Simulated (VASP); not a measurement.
Here is a VASP 6.6.1 calculation.

The input POSCAR:

```
V
1.0
   -1.5182395338      1.5182395338      1.5182395338
    1.5182395338     -1.5182395338      1.5182395338
    1.5182395338      1.5182395338     -1.5182395338
V
1
Direct
    0.0000000000      0.0000000000      0.0000000000
```

The input INCAR.step1:

```
SYSTEM = V
ALGO = Normal
EDIFF = 1E-4
ENCUT = 520
GGA = PE
ISMEAR = -1
LASPH = .True.
LCHARG = .False.
LREAL = .False.
LWAVE = .True.
NBANDS = 12
NELM = 80
PREC = Accurate
SIGMA = 0.1
```

The input INCAR.step2:

```
SYSTEM = V
ALGO = Normal
EDIFF = 1E-6
ENCUT = 520
ISIF = 2
ISMEAR = -1
ISTART = 1
LASPH = .True.
LCHARG = .False.
LMIXTAU = .True.
LREAL = .False.
LWAVE = .False.
METAGGA = R2SCAN
NBANDS = 12
NELM = 80
PREC = Accurate
SIGMA = 0.1
```

File KPOINTS:

```
k-points
0
Gamma
  16 16 16
  0 0 0
```

Potentials or basis: VASP PAW PBE potentials, release 64 (V_sv).

Launch:

```sh
$ cat potpaw_PBE.64/V_sv/POTCAR > POTCAR
$ cp INCAR.step1 INCAR
$ mpirun -np 1 vasp_std > vasp.out
$ cp INCAR.step2 INCAR
$ mpirun -np 1 vasp_std > vasp.out
```

Problem. What does it give for the pressure?

Solution. -8.5 GPa.

Caveat: the PAW data sets were made with another functional, which shifts forces and pressure a little.
